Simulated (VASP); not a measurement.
Wanted: the native input for a VASP 6.6.1 run.

```yaml
Task: single point
Functional: HSE06
Potentials_or_basis: VASP PAW PBE potentials, release 64 (Cu)
Cutoff: 520 eV
k_mesh: 8 × 8 × 8
Occupations: fermi-dirac, width 0.05 eV
Spin: no spin polarisation
Dipole_correction: no
Grid_for_exact_exchange_PRECFOCK: Normal
Further_INCAR_settings: ALGO = Normal; EDIFF = 1e-07; NBANDS = 12
Share_of_exact_exchange: 0.25
Screening_parameter: 0.2079 1/Å
```

The system is Cu.

```
Cu
1.0
    -1.44279    1.44279    1.37608
     1.44279   -1.44279    1.37608
     1.44279    1.44279   -1.37608
Cu
1
Direct
  0.00000 0.00000 0.00000
```

The input as run:

POSCAR

```
Cu
1.0
   -1.4427933200      1.4427933200      1.3760814500
    1.4427933200     -1.4427933200      1.3760814500
    1.4427933200      1.4427933200     -1.3760814500
Cu
1
Direct
    0.0000000000      0.0000000000      0.0000000000
```

INCAR.step1

```
SYSTEM = Cu
  PREC = Accurate
  ENCUT = 520
  EDIFF = 1E-5
  ISMEAR = -1
  SIGMA = 0.05
  LREAL = .FALSE.
  LASPH = .TRUE.
  NELM = 60
  ALGO = Normal
  ISIF = 2
  LWAVE = .TRUE.
  LCHARG = .FALSE.
  NBANDS = 12
  GGA = PE
```

INCAR.step2

```
SYSTEM = Cu
  PREC = Accurate
  ENCUT = 520
  EDIFF = 1E-7
  ISMEAR = -1
  SIGMA = 0.05
  LREAL = .FALSE.
  LASPH = .TRUE.
  NELM = 60
  ALGO = Normal
  ISIF = 2
  LWAVE = .FALSE.
  LCHARG = .FALSE.
  GGA = PE
  LHFCALC = .TRUE.
  HFSCREEN = 0.2079
  PRECFOCK = Normal
  NBANDS = 12
  ISTART = 1
```

KPOINTS

```
regular mesh
0
G
  8 8 8
  0 0 0
```

Potentials or basis: VASP PAW PBE potentials, release 64 (Cu).

The run is started by

```bash
$ cat potpaw_PBE.64/Cu/POTCAR > POTCAR
$ cp INCAR.step1 INCAR
$ mpirun -np 1 vasp_std > vasp.out
$ cp INCAR.step2 INCAR
$ mpirun -np 1 vasp_std > vasp.out
```

It gave:

The pressure is 7.7 GPa. The band gap on the k mesh is zero (an odd number of electrons rules out a gap without spin polarisation).

Caveat: the k points lie up to 0.39 Å⁻¹ apart, too coarse for converged energies and pressures of a metal; the PAW data sets were made with another functional, which shifts forces and pressure a little.

Wall time 42 min on 1 thread of Intel(R) Xeon(R) Platinum 8375C CPU @ 2.90GHz (Ice Lake), on a shared host, peak memory 0.23 GiB.
